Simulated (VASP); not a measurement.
# Al (Im-3m) in VASP: a series of runs

Al is run at these levels: LDA; tasks: relaxation of cell and atoms, single point.

Everything below comes from runs of VASP 6.6.1. Logs are shortened: lines on timing, memory, paths and dates and some standing lists are left out, and cuts for length are marked.

## 1. The cell of the first run

It takes space group Im-3m (No. 229, cubic). The conventional cell has a = 3.214 Å, b = 3.214 Å, c = 3.214 Å, α = 90.00°, β = 90.00°, γ = 90.00°. Al (site symmetry m-3m) has 14 Al at 2.78 to 3.21 Å within 3.7 Å.

## 2. Relaxation of cell and atoms, LDA

Input file INCAR:

```
PREC = Accurate
ENCUT = 600
EDIFF = 1E-7
ISMEAR = -1
SIGMA = 0.1
LREAL = False
LASPH = True
NELM = 80
ALGO = Normal
ISIF = 3
LWAVE = False
LCHARG = False
GGA = CA
IBRION = 2
NSW = 80
EDIFFG = -0.01
```

Input file KPOINTS:

```
regular mesh
0
Gamma
  14 14 14
```

Input file POSCAR:

```
Al
1.0
   -1.6070768880      1.6070768880      1.6070768880
    1.6070768880     -1.6070768880      1.6070768880
    1.6070768880      1.6070768880     -1.6070768880
Al
1
Direct
    0.0000000000      0.0000000000      0.0000000000
```

Potentials or basis: VASP PAW LDA potentials, release 64 (Al).

On the command line:

```sh
> cat potpaw_LDA.64/Al/POTCAR > POTCAR
> mpirun -np 1 vasp_std > vasp.out
```

OUTCAR:

```text
PREC = Accurate
   ENCUT = 600
   EDIFF = 1E-7
   ISMEAR = -1
   LREAL = False
   LASPH = True
   NELM = 80
   ISIF = 3
   GGA = CA
   IBRION = 2
   NSW = 80
   EDIFFG = -0.01

 ion  position               nearest neighbor table
   1  0.000  0.000  0.000-

  LATTYP: Found a body centered cubic cell.
 ALAT       =     3.2141537760

  Lattice vectors:

 A1 = (  -1.6070768880,   1.6070768880,   1.6070768880)
 A2 = (   1.6070768880,  -1.6070768880,   1.6070768880)
 A3 = (   1.6070768880,   1.6070768880,  -1.6070768880)

Analysis of symmetry for initial positions (statically):
=====================================================================
 Subroutine PRICEL returns:
 Original cell was already a primitive cell.

 Routine SETGRP: Setting up the symmetry group for a
 body centered cubic supercell.

 Subroutine GETGRP returns: Found 48 space group operations
 (whereof 48 operations were pure point group operations)
 out of a pool of 48 trial point group operations.

The static configuration has the point symmetry O_h .

Analysis of symmetry for dynamics (positions and initial velocities):
=====================================================================
 Subroutine PRICEL returns:
 Original cell was already a primitive cell.

 Routine SETGRP: Setting up the symmetry group for a
 body centered cubic supercell.

 Subroutine GETGRP returns: Found 48 space group operations
 (whereof 48 operations were pure point group operations)
 out of a pool of 48 trial point group operations.

The dynamic configuration has the point symmetry O_h .

 Subroutine INISYM returns: Found 48 space group operations
 (whereof 48 operations are pure point group operations),
 and found     1 'primitive' translations

----------------------------------------------------------------------------------------

                                     Primitive cell

  volume of cell :      16.6024

  direct lattice vectors                    reciprocal lattice vectors
[... 134 lines left out ...]
  energy without entropy =       -4.08797812  energy(sigma->0) =       -4.09427421

------------------------ aborting loop because EDIFF is reached ----------------------------------------

  FORCE on cell =-STRESS in cart. coord.  units (eV):
  Direction    XX          YY          ZZ          XY          YZ          ZX
  --------------------------------------------------------------------------------------
  -------------------------------------------------------------------------------------
  Total       -0.1539343     -0.1539343     -0.1539343      0.0000000      0.0000000      0.0000000
  in kB      -14.8551166    -14.8551166    -14.8551166      0.0000000      0.0000000      0.0000000
  external PRESSURE =     -14.8551166 kB  Pullay stress =       0.0000000 kB

 VOLUME and BASIS-vectors are now :
 -----------------------------------------------------------------------------
  energy-cutoff  :      600.00
  volume of cell :       16.60
      direct lattice vectors                 reciprocal lattice vectors
    -1.607076888  1.607076888  1.607076888     0.000000000  0.311123882  0.311123882
     1.607076888 -1.607076888  1.607076888     0.311123882  0.000000000  0.311123882
     1.607076888  1.607076888 -1.607076888     0.311123882  0.311123882  0.000000000

 POSITION                                       TOTAL-FORCE (eV/Angst)
 -----------------------------------------------------------------------------------
      0.00000      0.00000      0.00000         0.000000      0.000000      0.000000
 -----------------------------------------------------------------------------------
    total drift:                                0.000000      0.000000      0.000000

  FREE ENERGIE OF THE ION-ELECTRON SYSTEM (eV)
  ---------------------------------------------------
  free  energy   TOTEN  =        -4.1005702951 eV

  energy  without entropy=       -4.0879781189  energy(sigma->0) =       -4.09427421

--------------------------------------- Ionic step        2  -------------------------------------------

 number of electron       3.0000000 magnetization

 Free energy of the ion-electron system (eV)
  ---------------------------------------------------
  ext. energy  EPLUGINS =         0.00000000
  ---------------------------------------------------
  free energy    TOTEN  =        -4.10219703 eV

  energy without entropy =       -4.08952267  energy(sigma->0) =       -4.09585985

 E-fermi :   7.9666     XC(G=0): -10.4071

 val. band max:        7.7552081771   @ k =   0.2857   0.1429   0.0714
 cond. band min:       7.9820294463   @ k =   0.2857   0.2857   0.0000
 fundamental gap:      0.2268212692
 Fermi energy:         7.9665818652

 k-point     1 :       0.0000    0.0000    0.0000
  band No.  band energies     occupation
      1      -3.2466      2.00000
      2      21.2524      0.00000
      3      21.2524      0.00000
      4      21.2524      0.00000
      5      22.6251      0.00000
[... 177 lines left out ...]
 k-point    24 :       0.3571    0.2857    0.0000
  band No.  band energies     occupation
      1       5.2683      2.00000
      2       5.7289      2.00000
      3       7.5976      1.95125
      4      15.1555      0.00000
      5      22.8185      0.00000

 [... further k-points ...]
[... 5 lines left out ...]
  --------------------------------------------------------------------------------------
  -------------------------------------------------------------------------------------
  Total        0.0098795      0.0098795      0.0098795      0.0000000      0.0000000      0.0000000
  in kB        0.9749638      0.9749638      0.9749638      0.0000000      0.0000000      0.0000000
  external PRESSURE =       0.9749638 kB  Pullay stress =       0.0000000 kB

 VOLUME and BASIS-vectors are now :
 -----------------------------------------------------------------------------
  energy-cutoff  :      600.00
  volume of cell :       16.24
      direct lattice vectors                 reciprocal lattice vectors
    -1.595142414  1.595142414  1.595142414     0.000000000  0.313451636  0.313451636
     1.595142414 -1.595142414  1.595142414     0.313451636  0.000000000  0.313451636
     1.595142414  1.595142414 -1.595142414     0.313451636  0.313451636  0.000000000

 POSITION                                       TOTAL-FORCE (eV/Angst)
 -----------------------------------------------------------------------------------
      0.00000      0.00000      0.00000         0.000000     -0.000000      0.000000
 -----------------------------------------------------------------------------------
    total drift:                                0.000000      0.000000      0.000000

  FREE ENERGIE OF THE ION-ELECTRON SYSTEM (eV)
  ---------------------------------------------------
  free  energy   TOTEN  =        -4.1021970282 eV

  energy  without entropy=       -4.0895226693  energy(sigma->0) =       -4.09585985

 reached required accuracy - stopping structural energy minimisation
```

OSZICAR:

```text
N       E                     dE             d eps       ncg     rms          rms(c)
DAV:   1    -0.149068429542E+01   -0.14907E+01   -0.95587E+02  1090   0.380E+02
DAV:   2    -0.410403465913E+01   -0.26134E+01   -0.22915E+01  1290   0.331E+01
DAV:   3    -0.412982461248E+01   -0.25790E-01   -0.25779E-01  1455   0.398E+00
DAV:   4    -0.412987517681E+01   -0.50564E-04   -0.50564E-04  1505   0.171E-01
DAV:   5    -0.412987530272E+01   -0.12591E-06   -0.12604E-06  1500   0.517E-03    0.129E+00
DAV:   6    -0.411188333606E+01    0.17992E-01   -0.31144E-03  1345   0.342E-01    0.717E-01
DAV:   7    -0.410059385855E+01    0.11289E-01   -0.76255E-03  1345   0.525E-01    0.151E-01
DAV:   8    -0.410057035870E+01    0.23500E-04   -0.39870E-05  1585   0.594E-02    0.111E-02
DAV:   9    -0.410057029513E+01    0.63565E-07   -0.13214E-07  1425   0.263E-03
   1 F= -.41005703E+01 E0= -.40942742E+01  d E =-.410057E+01
       N       E                     dE             d eps       ncg     rms          rms(c)
DAV:   1    -0.410247784196E+01   -0.19075E-02   -0.27143E-02  1440   0.102E+00    0.131E-01
DAV:   2    -0.410230977220E+01    0.16807E-03   -0.18257E-04  1265   0.123E-01    0.526E-02
DAV:   3    -0.410220127683E+01    0.10850E-03   -0.50809E-05  1395   0.425E-02    0.155E-02
DAV:   4    -0.410219705109E+01    0.42257E-05   -0.25258E-06  1510   0.977E-03    0.993E-03
DAV:   5    -0.410219702825E+01    0.22836E-07   -0.15793E-08  1010   0.135E-03
   2 F= -.41021970E+01 E0= -.40958598E+01  d E =-.162673E-02
```

Wall time 6.3 s (1 thread of Intel Xeon 6975P-C, shared host); peak memory 0.13 GiB.

Results:

- Free energy: -4.1022 eV
- Relaxed volume: 16.24 Å³/atom
- Relaxed cell: a = 2.763 Å, b = 2.763 Å, c = 2.763 Å, α = 109.47°, β = 109.47°, γ = 109.47°
- Space group after relaxing (to 0.05 Å): Im-3m (No. 229)
- Energy gained by relaxing: 1.6 meV/atom
- Ionic steps: 2
- Pressure after relaxing: 0.1 GPa

Step by step:
```csv
step,energy change (eV),largest force (eV/Å),pressure (GPa),volume (Å³)
1,0.0000,0.0000,-1.49,16.60
2,-0.0016,0.0000,0.10,16.24
```

Final structure:
```
CELL_PARAMETERS angstrom
-1.59514 1.59514 1.59514
1.59514 -1.59514 1.59514
1.59514 1.59514 -1.59514
ATOMIC_POSITIONS crystal
Al 0.00000 0.00000 0.00000
```

## 3. Single point, LDA

This run uses another cell than the first one, of 16.24 Å³/atom, 0.978 times its volume.

Input file INCAR:

```
SYSTEM = Al
PREC = Accurate ; ENCUT = 520
EDIFF = 1E-7 ; ISMEAR = -1
SIGMA = 0.1 ; LREAL = .FALSE.
LASPH = .TRUE. ; NELM = 100
ALGO = Normal ; ISIF = 2
LWAVE = .FALSE. ; LCHARG = .TRUE.
LELF = .TRUE. ; LVHAR = .TRUE.
NBANDS = 8
```

Input file KPOINTS:

```
Automatic mesh
0
G
  23 23 23
  0 0 0
```

Input file POSCAR:

```
Al
1.0
   -1.5951996259      1.5951996259      1.5951996259
    1.5951996259     -1.5951996259      1.5951996259
    1.5951996259      1.5951996259     -1.5951996259
Al
1
Direct
    0.0000000000      0.0000000000      0.0000000000
```

Potentials or basis: VASP PAW LDA potentials, release 64 (Al).

On the command line:

```sh
> cat potpaw_LDA.64/Al/POTCAR > POTCAR
> mpirun -np 1 vasp_std > vasp.out
```

OUTCAR:

```text
SYSTEM = Al
   PREC = Accurate
   ENCUT = 520
   EDIFF = 1E-7
   ISMEAR = -1
   LREAL = .FALSE.
   LASPH = .TRUE.
   NELM = 100
   ISIF = 2

 ion  position               nearest neighbor table
   1  0.000  0.000  0.000-

  LATTYP: Found a body centered cubic cell.
 ALAT       =     3.1903992518

  Lattice vectors:

 A1 = (  -1.5951996259,   1.5951996259,   1.5951996259)
 A2 = (   1.5951996259,  -1.5951996259,   1.5951996259)
 A3 = (   1.5951996259,   1.5951996259,  -1.5951996259)

Analysis of symmetry for initial positions (statically):
=====================================================================
 Subroutine PRICEL returns:
 Original cell was already a primitive cell.

 Routine SETGRP: Setting up the symmetry group for a
 body centered cubic supercell.

 Subroutine GETGRP returns: Found 48 space group operations
 (whereof 48 operations were pure point group operations)
 out of a pool of 48 trial point group operations.

The static configuration has the point symmetry O_h .

Analysis of symmetry for dynamics (positions and initial velocities):
=====================================================================
 Subroutine PRICEL returns:
 Original cell was already a primitive cell.

 Routine SETGRP: Setting up the symmetry group for a
 body centered cubic supercell.

 Subroutine GETGRP returns: Found 48 space group operations
 (whereof 48 operations were pure point group operations)
 out of a pool of 48 trial point group operations.

The dynamic configuration has the point symmetry O_h .

 Subroutine INISYM returns: Found 48 space group operations
 (whereof 48 operations are pure point group operations),
 and found     1 'primitive' translations

----------------------------------------------------------------------------------------

                                     Primitive cell

[... 102 lines left out ...]
   EFERMI =   0.00;   METHOD = LEGACY
   ISMEAR =    -1;   SIGMA  =   0.10  broadening in eV -4-tet -1-fermi 0-gaus
   EFERMI_NEDOS =   21; number of points for ismear=-14 and -15
   IALGO  =     38    algorithm
   IMIX   =      4    mixing-type and parameters
     AMIX     =   0.40;   BMIX     =  1.00
     AMIX_MAG =   1.60;   BMIX_MAG =  1.00
  volume/ion in A,a.u.               =      16.24       109.57
  Fermi-wavevector in a.u.,A,eV,Ry     =   0.932424  1.762026 11.829108  0.869415
  Thomas-Fermi vector in A             =   2.059020
   LORBIT       =      0    0 simple, 1 ext, 2 COOP (PROOUT), +10 PAW based schemes
   GGA     = CA    functional components
   LHFCALC =     F    Hartree Fock is set to
   AEXX    =    0.0000 exact exchange contribution
   IVDW    =     0    specifies the selected vdW correction
   LEPSILON=     F    determine dielectric tensor
   LRPA    =     F    only Hartree local field effects (RPA)
 non-spin polarized calculation
  energy-cutoff  :      520.00
  volume of cell :       16.24
 maximum number of plane-waves:       456
 NGX is ok and might be reduce to    24
   NGX = 11   NGY = 11   NGZ = 11

 number of electron       3.0000000 magnetization

 Free energy of the ion-electron system (eV)
  ---------------------------------------------------
  ext. energy  EPLUGINS =         0.00000000
  ---------------------------------------------------
  free energy    TOTEN  =        -4.09886536 eV

  energy without entropy =       -4.08541586  energy(sigma->0) =       -4.09214061

 E-fermi :   7.9601     XC(G=0): -10.4069

 val. band max:        7.9298139272   @ k =   0.2609   0.2174   0.2174
 cond. band min:       7.9637490636   @ k =  -0.3913   0.3913   0.1739
 fundamental gap:      0.0339351363
 Fermi energy:         7.9601194890

 k-point     1 :       0.0000    0.0000    0.0000
  band No.  band energies     occupation
      1      -3.2471      2.00000
      2      21.2504      0.00000
      3      21.2504      0.00000
      4      21.2504      0.00000
      5      22.6217      0.00000
      6      22.6217      0.00000
      7      22.6217      0.00000
      8      24.3685      0.00000
[... 243 lines left out ...]
 k-point    24 :       0.0870    0.0870    0.0000
  band No.  band energies     occupation
      1      -2.5900      2.00000
      2      17.1804      0.00000
      3      17.3497      0.00000
      4      19.2872      0.00000
      5      22.0351      0.00000
      6      22.2789      0.00000
      7      24.1770      0.00000
      8      24.6736      0.00000

 [... further k-points ...]
[... 5 lines left out ...]
  --------------------------------------------------------------------------------------
  -------------------------------------------------------------------------------------
  Total       -0.0040172     -0.0040172     -0.0040172      0.0000000      0.0000000     -0.0000000
  in kB       -0.3963992     -0.3963992     -0.3963992      0.0000000      0.0000000     -0.0000000
  external PRESSURE =      -0.3963992 kB  Pullay stress =       0.0000000 kB

 VOLUME and BASIS-vectors are now :
 -----------------------------------------------------------------------------
  energy-cutoff  :      520.00
  volume of cell :       16.24
      direct lattice vectors                 reciprocal lattice vectors
    -1.595199626  1.595199626  1.595199626     0.000000000  0.313440394  0.313440394
     1.595199626 -1.595199626  1.595199626     0.313440394  0.000000000  0.313440394
     1.595199626  1.595199626 -1.595199626     0.313440394  0.313440394  0.000000000

 POSITION                                       TOTAL-FORCE (eV/Angst)
 -----------------------------------------------------------------------------------
      0.00000      0.00000      0.00000        -0.000000      0.000000      0.000000
 -----------------------------------------------------------------------------------
    total drift:                                0.000000      0.000000      0.000000

  FREE ENERGIE OF THE ION-ELECTRON SYSTEM (eV)
  ---------------------------------------------------
  free  energy   TOTEN  =        -4.0988653557 eV

  energy  without entropy=       -4.0854158606  energy(sigma->0) =       -4.09214061
```

OSZICAR:

```text
N       E                     dE             d eps       ncg     rms          rms(c)
DAV:   1    -0.278410165156E+01   -0.27841E+01   -0.85855E+02  5848   0.204E+02
DAV:   2    -0.412260693671E+01   -0.13385E+01   -0.12948E+01  8152   0.185E+01
DAV:   3    -0.412908953122E+01   -0.64826E-02   -0.64802E-02  7112   0.140E+00
DAV:   4    -0.412910132681E+01   -0.11796E-04   -0.11795E-04  8688   0.584E-02
DAV:   5    -0.412910135032E+01   -0.23513E-07   -0.23390E-07  7296   0.160E-03    0.133E+00
DAV:   6    -0.411055885638E+01    0.18542E-01   -0.30427E-03  6480   0.211E-01    0.741E-01
DAV:   7    -0.409889081843E+01    0.11668E-01   -0.74625E-03  6504   0.325E-01    0.155E-01
DAV:   8    -0.409886541648E+01    0.25402E-04   -0.31261E-05  8056   0.358E-02    0.137E-02
DAV:   9    -0.409886535572E+01    0.60766E-07   -0.15269E-07  7392   0.192E-03
   1 F= -.40988654E+01 E0= -.40921406E+01  d E =-.134495E-01
```

Run time: 15 s. Hardware: 1 thread of Intel Xeon 6975P-C, shared host; peak memory 0.15 GiB.

Results:

```
Free energy : -4.0989 eV
Pressure    : 0.0 GPa
```

## 4. Single point, LDA, non-collinear spin, zero start, spin-orbit coupling

This run uses another cell than the first one, of 16.24 Å³/atom, 0.978 times its volume.

Input file INCAR:

```
SYSTEM = Al
PREC = Accurate
ENCUT = 520
EDIFF = 1E-6
ISMEAR = -1
SIGMA = 0.1
LREAL = .False.
LASPH = .True.
NELM = 150
ALGO = Normal
ISIF = 2
LWAVE = .False.
LCHARG = .False.
MAGMOM = 0 0 0
LORBIT = 11
LSORBIT = .True.
GGA_COMPAT = .False.
LORBMOM = .True.
GGA = CA
NBANDS = 14
```

Input file KPOINTS:

```
Automatic mesh
0
Gamma
  14 14 14
  0 0 0
```

POSCAR is that of step 3.

On the command line:

```sh
> cat potpaw_LDA.64/Al/POTCAR > POTCAR
> mpirun -np 1 vasp_ncl > vasp.out
```

Wall time 26 s (1 thread of Intel Xeon 6975P-C, shared host); peak memory 0.18 GiB.

Results (log left out):

| Item | Value |
| --- | --- |
| Free energy | -4.1022 eV |
| Pressure | 0.1 GPa |
| Net moment | 0.00 μB per cell |
| Valence electrons inside the program's atomic spheres | Al 0.80 |

Moments on the atoms (μB; x, y, z):
```
Al  0.00 0.00 0.00
```

## 5. Summary

```tsv
task	spin	cell	k mesh	cutoff (eV)	gap on the mesh (eV)	pressure (GPa)
relaxation of cell and atoms	off	relaxed from a = 2.784 Å, angles 109.5°, 1 atom	14 × 14 × 14	600	none	0.1
single point	off	a = 2.763 Å, angles 109.5°, 1 atom	23 × 23 × 23	520	none	0.0
single point	non-collinear, zero start, SOC	a = 2.763 Å, angles 109.5°, 1 atom	14 × 14 × 14	520	-	0.1
```

Alike in all rows: level LDA; potentials or basis VASP PAW LDA potentials, release 64 (Al); smearing fermi-dirac 0.1 eV.

Absolute energies hang on the potentials; compare differences alone.
